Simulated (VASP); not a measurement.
W:

```
CELL_PARAMETERS angstrom
0.00000 2.03000 2.03000
2.03000 0.00000 2.03000
2.03000 2.03000 0.00000
ATOMIC_POSITIONS crystal
W 0.00000 0.00000 0.00000
```

```yaml
Program: VASP 6.6.1
Task: relaxation of cell and atoms
Functional: BLYP
Dispersion: D3(BJ)
Potentials_or_basis: VASP PAW PBE potentials, release 64 (W_sv)
Cutoff: 600 eV
k_mesh: 11 × 11 × 11
Occupations: fermi-dirac, width 0.05 eV
Spin: no spin polarisation
```

At the start: pressure -9.7 GPa; volume 16.73 Å³/atom.

Task: Where does the relaxation end?

Result: Over 4 steps the energy falls by 17.9 meV/atom and the volume is 16.16 Å³/atom (-3.4 %); space group Fm-3m (No. 225, to 0.05 Å).

Step by step:
| step | energy change (eV) | largest force (eV/Å) | pressure (GPa) | volume (Å³) |
| --- | --- | --- | --- | --- |
| 1 | 0.0000 | 0.0000 | -9.65 | 16.73 |
| 2 | 0.1940 | 0.0000 | 42.77 | 14.41 |
| 3 | -0.0179 | 0.0000 | -0.48 | 16.18 |
| 4 | -0.0179 | 0.0000 | -0.05 | 16.16 |

Final structure:
```
CELL_PARAMETERS angstrom
0.00000 2.00665 2.00665
2.00665 0.00000 2.00665
2.00665 2.00665 0.00000
ATOMIC_POSITIONS crystal
W 0.00000 0.00000 0.00000
```

Caveat: the PAW data sets were made with another functional, which shifts forces and pressure a little; pairwise dispersion overbinds metals, which lowers pressure and volume.
